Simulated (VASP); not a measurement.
A run of VASP 6.6.1:

The input INCAR:

```
SYSTEM = BaHfO3
  ALGO = Normal
  EDIFF = 1E-6
  ENCUT = 600
  GGA = PE
  GGA_COMPAT = .FALSE.
  ISIF = 2
  ISMEAR = 0
  LASPH = .TRUE.
  LCHARG = .FALSE.
  LREAL = .FALSE.
  LWAVE = .FALSE.
  NBANDS = 27
  NELM = 120
  PREC = Accurate
  SIGMA = 0.02
```

The input KPOINTS:

```
k-points
0
G
  6 6 6
  0 0 0
```

Contents of POSCAR:

```
BaHfO3
1.0
    4.2066186492      0.0000000000      0.0000000000
    0.0000000000      4.2066186492      0.0000000000
    0.0000000000      0.0000000000      4.2066186492
Ba Hf O
1 1 3
Direct
    0.0000000000      0.0000000000      0.0000000000
    0.5000000000      0.5000000000      0.5000000000
    0.5000000000      0.5000000000      0.0000000000
    0.0000000000      0.5000000000      0.5000000000
    0.5000000000      0.0000000000      0.5000000000
```

Potentials or basis: VASP PAW PBE potentials, release 64 (Ba_sv, Hf_pv, O).

The run is started by

```bash
$ cat potpaw_PBE.64/Ba_sv/POTCAR potpaw_PBE.64/Hf_pv/POTCAR potpaw_PBE.64/O/POTCAR > POTCAR
$ mpirun -np 1 vasp_std > vasp.out
```

Hardware: 1 thread of AMD EPYC 7R43 64-Core Processor (Zen 3), with other jobs on the host.

Task: How long does it take, and how much memory?

Result: It took 48 s on 1 thread of AMD EPYC 7R43 64-Core Processor (Zen 3), with other jobs on the host, peak memory 0.2 GiB. Counts: scf iterations 14, k points 20.
